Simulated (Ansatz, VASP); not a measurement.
# NaCl: VASP beside Ansatz

```
Na Cl
1.0
     0.00000    2.58397    2.83175
     3.07953    0.00000    2.83175
     3.07953    2.58397    0.00000
Na Cl
1 1
Cartesian
  0.0000 0.0000 0.0000
  3.0795 2.5840 2.8317
```

Change from the starting cell: strain +0.0875 x Voigt [1, -1, 0, 0, 0, 0], atoms carried along.

Alike in both runs: task single point; functional PBEsol; k mesh 8 × 8 × 8; occupations gaussian, width 0.05 eV; no spin polarisation.

|  | VASP | Ansatz |
| --- | --- | --- |
| version | VASP 6.6.1 | Ansatz 0.2.0 |
| potentials or method | VASP PAW PBE potentials, release 64 (Na_pv, Cl), cutoff 520 eV | scalar-relativistic, plane waves, PAW |
| valence electrons in the cell | 14 | 16 |

|  | VASP | Ansatz | Ansatz less VASP |
| --- | --- | --- | --- |
| gap on the k mesh at the Fermi level (eV) | 4.90 | 4.90 | +0.004 |
| least direct gap on the mesh (eV) | 4.90 | 4.90 | +0.004 |
| pressure (GPa) | 0.9 | 0.9 | -0.04 |
| traceless stress, the component that is largest in VASP (GPa) | 4.54 | 4.46 | -0.087 |

VASP's potentials were made for PBE, not for PBEsol. With one functional, cell and mesh, what is left measures potentials, basis and numerics. VASP's potentials hold 14 valence electrons a cell and Ansatz's 16, so a difference there can come from the potentials and not from the codes.
